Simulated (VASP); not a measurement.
# C (Pm-3m) in VASP: a series of runs

C is run at these levels: PBE; tasks: single point, relaxation of cell and atoms.

Program: VASP 6.6.1. These are calculated values, not measurements. Logs are shortened: lines on timing, memory, paths and dates and some standing lists are left out, and cuts for length are marked.

## Step 1: The cell of the first run

The structure is cubic, space group Pm-3m (No. 221). Conventional cell: a = 1.768 Å, b = 1.768 Å, c = 1.768 Å, α = 90.00°, β = 90.00°, γ = 90.00°. Within 2.3 Å of C (site symmetry m-3m) lie 6 C at 1.77 Å.

## Step 2: Single point, PBE

INCAR reads:

```
PREC     = Accurate       # precision mode
ENCUT    = 520            # plane-wave cutoff, eV
EDIFF    = 1E-7           # SCF threshold, eV
ISMEAR   = -1             # smearing method
SIGMA    = 0.1            # smearing width, eV
LREAL    = F              # projectors in reciprocal space
LASPH    = T              # aspherical terms in the spheres
NELM     = 100            # most SCF steps
ALGO     = Normal         # electronic algorithm
ISIF     = 2              # what is computed and relaxed
LWAVE    = F              # write WAVECAR
LCHARG   = F              # write CHGCAR
GGA      = PE             # functional
NBANDS   = 8              # bands
```

KPOINTS reads:

```
Automatic mesh
0
Gamma
  29 29 29
```

POSCAR reads:

```
C
1.0
    1.7679626360      0.0000000000      0.0000000000
    0.0000000000      1.7679626360      0.0000000000
    0.0000000000      0.0000000000      1.7679626360
C
1
Direct
    0.0000000000      0.0000000000      0.0000000000
```

Potentials or basis: VASP PAW PBE potentials, release 64 (C).

Started as:

```console
cat potpaw_PBE.64/C/POTCAR > POTCAR
mpirun -np 1 vasp_std > vasp.out
```

OUTCAR:

```text
PREC = Accurate
   ENCUT = 520
   EDIFF = 1E-7
   ISMEAR = -1
   LREAL = F
   LASPH = T
   NELM = 100
   ISIF = 2
   GGA = PE

 ion  position               nearest neighbor table
   1  0.000  0.000  0.000-

  LATTYP: Found a simple cubic cell.
 ALAT       =     1.7679626360

  Lattice vectors:

 A1 = (   1.7679626360,   0.0000000000,   0.0000000000)
 A2 = (   0.0000000000,   1.7679626360,   0.0000000000)
 A3 = (   0.0000000000,   0.0000000000,   1.7679626360)

Analysis of symmetry for initial positions (statically):
=====================================================================
 Subroutine PRICEL returns:
 Original cell was already a primitive cell.

 Routine SETGRP: Setting up the symmetry group for a
 simple cubic supercell.

 Subroutine GETGRP returns: Found 48 space group operations
 (whereof 48 operations were pure point group operations)
 out of a pool of 48 trial point group operations.

The static configuration has the point symmetry O_h .

Analysis of symmetry for dynamics (positions and initial velocities):
=====================================================================
 Subroutine PRICEL returns:
 Original cell was already a primitive cell.

 Routine SETGRP: Setting up the symmetry group for a
 simple cubic supercell.

 Subroutine GETGRP returns: Found 48 space group operations
 (whereof 48 operations were pure point group operations)
 out of a pool of 48 trial point group operations.

The dynamic configuration has the point symmetry O_h .

 Subroutine INISYM returns: Found 48 space group operations
 (whereof 48 operations are pure point group operations),
 and found     1 'primitive' translations

----------------------------------------------------------------------------------------

                                     Primitive cell

  volume of cell :       5.5261

  direct lattice vectors                    reciprocal lattice vectors
     1.767962636  0.000000000  0.000000000     0.565622813  0.000000000  0.000000000
     0.000000000  1.767962636  0.000000000     0.000000000  0.565622813  0.000000000
     0.000000000  0.000000000  1.767962636     0.000000000  0.000000000  0.565622813

  length of vectors
     1.767962636  1.767962636  1.767962636     0.565622813  0.565622813  0.565622813

  position of ions in fractional coordinates (direct lattice)
     0.000000000  0.000000000  0.000000000
[... 70 lines left out ...]
   ISPIN  =      1    spin polarized calculation?
   LNONCOLLINEAR =      F non collinear calculations
   LSORBIT =      F    spin-orbit coupling
   LASPH  =      T    aspherical Exc in radial PAW
   ENCUT  =  520.0 eV  38.22 Ry    6.18 a.u.   3.29  3.29  3.29*2*pi/ulx,y,z
   NELM   =    100;   NELMIN=  2; NELMDL= -5     # of ELM steps
   EDIFF  = 0.1E-06   stopping-criterion for ELM
   LREAL  =      F    real-space projection
   EDIFFG = 0.1E-05   stopping-criterion for IOM
   NSW    =      0    number of steps for IOM
   IBRION =     -1    ionic relax: 0-MD 1-quasi-New 2-CG
   NFREE  =      0    steps in history (QN), initial steepest desc. (CG)
   ISIF   =      2    stress and relaxation
   ISYM   =      2    0-nonsym 1-usesym 2-fastsym
   POTIM  = 0.5000    time-step for ionic-motion
   TEBEG  =    0.0;   TEEND  =   0.0 temperature during run
   PSTRESS=    0.0 pullay stress
   NELECT =       4.0000    total number of electrons
   NUPDOWN=      -1.0000    fix difference up-down
   EMIN   =  10.00;   EMAX   =-10.00  energy-range for DOS
   EFERMI =   0.00;   METHOD = LEGACY
   ISMEAR =    -1;   SIGMA  =   0.10  broadening in eV -4-tet -1-fermi 0-gaus
   EFERMI_NEDOS =   21; number of points for ismear=-14 and -15
   IALGO  =     38    algorithm
   IMIX   =      4    mixing-type and parameters
     AMIX     =   0.40;   BMIX     =  1.00
     AMIX_MAG =   1.60;   BMIX_MAG =  1.00
  volume/ion in A,a.u.               =       5.53        37.29
  Fermi-wavevector in a.u.,A,eV,Ry     =   1.469902  2.777712 29.396914  2.160612
  Thomas-Fermi vector in A             =   2.585224
   LORBIT       =      0    0 simple, 1 ext, 2 COOP (PROOUT), +10 PAW based schemes
   GGA     = PE    functional components
   LHFCALC =     F    Hartree Fock is set to
   AEXX    =    0.0000 exact exchange contribution
   IVDW    =     0    specifies the selected vdW correction
   LEPSILON=     F    determine dielectric tensor
   LRPA    =     F    only Hartree local field effects (RPA)
 non-spin polarized calculation
  energy-cutoff  :      520.00
  volume of cell :        5.53
 maximum number of plane-waves:       159
 NGX is ok and might be reduce to    14
   NGX =  7   NGY =  7   NGZ =  7

 number of electron       4.0000000 magnetization

 Free energy of the ion-electron system (eV)
  ---------------------------------------------------
  ext. energy  EPLUGINS =         0.00000000
  ---------------------------------------------------
  free energy    TOTEN  =        -6.47032068 eV

  energy without entropy =       -6.46108790  energy(sigma->0) =       -6.46570429

 E-fermi :  11.0356     XC(G=0): -13.8730

 val. band max:       11.0237706140   @ k =   0.2414   0.2069   0.0345
 cond. band min:      11.0393654778   @ k =   0.2759   0.2759   0.2414
 fundamental gap:      0.0155948639
 Fermi energy:        11.0356092203

 k-point     1 :       0.0000    0.0000    0.0000
  band No.  band energies     occupation
      1     -11.2517      2.00000
      2      20.4173      0.00000
      3      20.4173      0.00000
      4      20.4173      0.00000
      5      36.6045      0.00000
      6      36.6045      0.00000
      7      42.3415      0.00000
      8      67.3455      0.00000
[... 243 lines left out ...]
 k-point    24 :       0.3103    0.0345    0.0000
  band No.  band energies     occupation
      1      -7.4222      2.00000
      2       7.0027      2.00000
      3      22.2674      0.00000
      4      22.5635      0.00000
      5      40.9420      0.00000
      6      41.0742      0.00000
      7      50.7044      0.00000
      8      54.5440      0.00000

 [... further k-points ...]
[... 5 lines left out ...]
  --------------------------------------------------------------------------------------
  -------------------------------------------------------------------------------------
  Total        0.1115509      0.1115509      0.1115509      0.0000000      0.0000000     -0.0000000
  in kB       32.3418302     32.3418302     32.3418302      0.0000000      0.0000000     -0.0000000
  external PRESSURE =      32.3418302 kB  Pullay stress =       0.0000000 kB

 VOLUME and BASIS-vectors are now :
 -----------------------------------------------------------------------------
  energy-cutoff  :      520.00
  volume of cell :        5.53
      direct lattice vectors                 reciprocal lattice vectors
     1.767962636  0.000000000  0.000000000     0.565622813  0.000000000  0.000000000
     0.000000000  1.767962636  0.000000000     0.000000000  0.565622813  0.000000000
     0.000000000  0.000000000  1.767962636     0.000000000  0.000000000  0.565622813

 POSITION                                       TOTAL-FORCE (eV/Angst)
 -----------------------------------------------------------------------------------
      0.00000      0.00000      0.00000         0.000000      0.000000      0.000000
 -----------------------------------------------------------------------------------
    total drift:                                0.000000     -0.000000     -0.000000

  FREE ENERGIE OF THE ION-ELECTRON SYSTEM (eV)
  ---------------------------------------------------
  free  energy   TOTEN  =        -6.4703206753 eV

  energy  without entropy=       -6.4610878994  energy(sigma->0) =       -6.46570429
```

OSZICAR:

```text
N       E                     dE             d eps       ncg     rms          rms(c)
DAV:   1    -0.486874729513E+01   -0.48687E+01   -0.27205E+03 12320   0.504E+02
DAV:   2    -0.647856946777E+01   -0.16098E+01   -0.15372E+01 13984   0.297E+01
DAV:   3    -0.648208038485E+01   -0.35109E-02   -0.35100E-02 13256   0.147E+00
DAV:   4    -0.648208093649E+01   -0.55165E-06   -0.55128E-06 16008   0.171E-02
DAV:   5    -0.648208093661E+01   -0.11295E-09   -0.54686E-10 13088   0.981E-05    0.197E+00
DAV:   6    -0.647067022586E+01    0.11411E-01   -0.11360E-02 12152   0.696E-01    0.123E+00
DAV:   7    -0.647018147864E+01    0.48875E-03   -0.16331E-02 12088   0.898E-01    0.150E-01
DAV:   8    -0.647032152227E+01   -0.14004E-03   -0.26583E-04 11632   0.128E-01    0.185E-02
DAV:   9    -0.647031998843E+01    0.15338E-05   -0.18204E-05 14536   0.293E-02    0.872E-03
DAV:  10    -0.647032069468E+01   -0.70626E-06   -0.43032E-07 12384   0.554E-03    0.919E-04
DAV:  11    -0.647032067526E+01    0.19422E-07   -0.25846E-08 12072   0.136E-03
   1 F= -.64703207E+01 E0= -.64657043E+01  d E =-.923278E-02
```

stdout:

```text
POSCAR found type information on POSCAR C
 POSCAR found :  1 types and       1 ions
 scaLAPACK will be used
 LDA part: xc-table for (Slater+PW92), standard interpolation
 POSCAR, INCAR and KPOINTS ok, starting setup
 FFT: planning ... GRIDC
 FFT: planning ... GRID_SOFT
 FFT: planning ... GRID
 WAVECAR not read
 entering main loop
```

Wall time 5.7 s (1 thread of Intel Xeon 6975P-C (Granite Rapids), shared host); peak memory 0.12 GiB.

Results:

| Item | Value |
| --- | --- |
| Free energy | -6.4703 eV |
| Pressure | 3.2 GPa |
| Band gap on the k mesh | zero (band 2 reaches 20.42 eV, above the bottom of band 3 at 8.46 eV) |

## Step 3: Relaxation of cell and atoms, PBE

This run uses another cell than the first one, of 7.15 Å³/atom, 1.293 times its volume.

INCAR reads:

```
SYSTEM = C
  ALGO = Normal
  EDIFF = 1E-7
  EDIFFG = -0.01
  ENCUT = 600
  GGA = PE
  IBRION = 2
  ISIF = 3
  ISMEAR = -1
  LASPH = .True.
  LCHARG = .False.
  LREAL = .False.
  LWAVE = .False.
  NELM = 80
  NSW = 80
  PREC = Accurate
  SIGMA = 0.1
```

KPOINTS reads:

```
k-points
0
Gamma
  16 16 16
  0 0 0
```

POSCAR reads:

```
C
1.0
    1.9260827495      0.0000000000      0.0000000000
    0.0000000000      1.9260827495      0.0000000000
    0.0000000000      0.0000000000      1.9260827495
C
1
Direct
    0.0000000000      0.0000000000      0.0000000000
```

Potentials or basis: VASP PAW PBE potentials, release 64 (C).

Started as:

```console
cat potpaw_PBE.64/C/POTCAR > POTCAR
mpirun -np 1 vasp_std > vasp.out
```

It took 5.5 s on 1 thread of Intel Xeon 6975P-C (Granite Rapids), shared host; peak memory 0.11 GiB.

The run converged. Its results:

```yaml
Free_energy: -6.4685 eV
Relaxed_volume: 5.52 Å³/atom
Relaxed_cell: a = 1.767 Å, b = 1.767 Å, c = 1.767 Å, α = 90.00°, β = 90.00°, γ = 90.00°
Space_group_after_relaxing_to_0.05_Å: Pm-3m (No. 221)
Energy_gained_by_relaxing: 295.6 meV/atom
Ionic_steps: 6
Pressure_after_relaxing: 0.0 GPa
Band_gap_on_the_k_mesh: zero (band 2 reaches 20.44 eV, above the bottom of band 3 at 8.29 eV)
```

Step by step:
| step | energy change (eV) | largest force (eV/Å) | pressure (GPa) | volume (Å³) |
| --- | --- | --- | --- | --- |
| 1 | 0.0000 | 0.0000 | -46.42 | 7.15 |
| 2 | -0.2755 | 0.0000 | 22.27 | 5.21 |
| 3 | -0.2956 | 0.0000 | -0.75 | 5.53 |
| 4 | -0.2956 | 0.0000 | 1.03 | 5.50 |
| 5 | -0.2956 | 0.0000 | -0.63 | 5.53 |
| 6 | -0.2956 | 0.0000 | 0.00 | 5.52 |

Final structure:
```
C
1.0
     1.76714    0.00000    0.00000
     0.00000    1.76714    0.00000
     0.00000    0.00000    1.76714
C
1
Direct
  0.00000 0.00000 0.00000
```

Levels at points of the mesh, in eV from the Fermi level:
```
           k point  band 1  band 2  band 3  band 4  band 5  band 6
(0.00, 0.00, 0.00)  -22.35    9.35    9.35    9.35   25.55   25.55
(0.50, 0.00, 0.00)  -12.81  -12.38   12.70   12.70   29.77   33.44
(0.50, 0.50, 0.00)   -6.18   -6.18   -2.80    8.10   15.41   41.81
(0.50, 0.50, 0.50)   -1.07   -1.07   -1.07    8.67   17.44   17.44
```

Caveat: the volume moved by over 15 % at a fixed basis, so the end points are rough.

## Step 4: Single point, PBE (volume scaled by 1.04)

INCAR reads:

```
SYSTEM = C
PREC = Accurate
ENCUT = 520
EDIFF = 1E-6
ISMEAR = -1
SIGMA = 0.1
LREAL = .FALSE.
LASPH = .TRUE.
NELM = 100
ALGO = Normal
ISIF = 2
LWAVE = .FALSE.
LCHARG = .TRUE.
GGA = PE
LELF = .TRUE.
LVHAR = .TRUE.
NBANDS = 8
```

KPOINTS reads:

```
regular mesh
0
G
  29 29 29
  0 0 0
```

POSCAR reads:

```
C
1.0
    1.7912279702      0.0000000000      0.0000000000
    0.0000000000      1.7912279702      0.0000000000
    0.0000000000      0.0000000000      1.7912279702
C
1
Direct
    0.0000000000      0.0000000000      0.0000000000
```

Started as:

```console
cat potpaw_PBE.64/C/POTCAR > POTCAR
mpirun -np 1 vasp_std > vasp.out
```

Run time: 5.5 s. Hardware: 1 thread of Intel Xeon 6975P-C (Granite Rapids), shared host; peak memory 0.12 GiB.

It converged, with:

| Quantity | Value |
| --- | --- |
| Free energy | -6.4665 eV |
| Pressure | -8.7 GPa |
| Band gap on the k mesh | zero (band 2 reaches 19.49 eV, above the bottom of band 3 at 7.64 eV) |

Levels at points of the mesh, in eV from the Fermi level:
```csv
k point,band 1,band 2,band 3,band 4,band 5,band 6,band 7
"(0.00, 0.00, 0.00)",-21.67,9.10,9.10,9.10,25.21,25.21,30.36
```

Caveat: the cell differs from its parent crystal (volume scaled by 1.04).

## Step 5: The runs side by side

| task | cell | k mesh | cutoff (eV) | gap on the mesh (eV) | pressure (GPa) |
| --- | --- | --- | --- | --- | --- |
| single point | a = 1.768 Å, 1 atom | 29 × 29 × 29 | 520 | none | 3.2 |
| relaxation of cell and atoms | relaxed from a = 1.926 Å, 1 atom | 16 × 16 × 16 | 600 | none | 0.0 |
| single point | a = 1.791 Å, 1 atom | 29 × 29 × 29 | 520 | none | -8.7 |

Alike in all rows: level PBE; potentials or basis VASP PAW PBE potentials, release 64 (C); no spin polarisation; smearing fermi-dirac 0.1 eV.

Caveats: the volume moved by over 15 % at a fixed basis, so the end points are rough (some runs).

Absolute energies hang on the potentials; compare differences alone.
